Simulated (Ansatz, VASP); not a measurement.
Ca: VASP beside Ansatz

```
Ca
1.0
     2.39643   -2.86748    0.00000
     2.39643    2.86748    0.00000
     0.00000    0.00000    6.36075
Ca
2
Direct
  0.00000 0.00000 0.77255
  0.00000 0.00000 0.22745
```

Alike in both runs: task single point; functional PBE; k mesh 6 × 6 × 4; occupations gaussian, width 0.1 eV; no spin polarisation.

```csv
,VASP,Ansatz
version,VASP 6.6.1,Ansatz 0.2.0
potentials or method,"VASP PAW PBE potentials, release 64 (Ca_sv), cutoff 500 eV","scalar-relativistic, plane waves, PAW"
valence electrons in the cell,20,20
```

Ansatz gave:

- gap on the k mesh at the Fermi level (eV): none
- pressure (GPa): 0.6
- traceless stress, the component that is largest in VASP (GPa): 7.15
- rms of the force components (eV/Å): 0.684

Task: Estimate VASP's values.

Result: gap on the k mesh at the Fermi level (eV): none; pressure (GPa): 0.6; traceless stress, the component that is largest in VASP (GPa): 7.18; rms of the force components (eV/Å): 0.688.

Atom by atom the forces differ by 0.004 eV/Å (rms over components). A gap of «none» marks a metal or a gap that the smearing closes. The functional is the same, so the differences come from potentials, cutoffs and numerics.
